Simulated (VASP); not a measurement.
Here is a VASP 6.6.1 calculation.

Contents of INCAR:

```
PREC = Accurate
ENCUT = 520
EDIFF = 1E-6
ISMEAR = 0
SIGMA = 0.1
LREAL = F
LASPH = T
NELM = 100
ALGO = Normal
ISIF = 2
LWAVE = F
LCHARG = F
GGA = PS
NBANDS = 12
```

Contents of KPOINTS:

```
regular mesh
0
Gamma
  16 16 16
```

File POSCAR:

```
In
1.0
    0.0000000000      2.3397227758      2.3397227758
    2.3397227758      0.0000000000      2.3397227758
    2.3397227758      2.3397227758      0.0000000000
In
1
Direct
    0.0000000000      0.0000000000      0.0000000000
```

Potentials or basis: VASP PAW PBE potentials, release 64 (In_d).

The run is started by

```bash
$ cat potpaw_PBE.64/In_d/POTCAR > POTCAR
$ mpirun -np 1 vasp_std > vasp.out
```

Question: Estimate the pressure.

Answer: 0.0 GPa.

Caveat: the PAW data sets were made with another functional, which shifts forces and pressure a little.
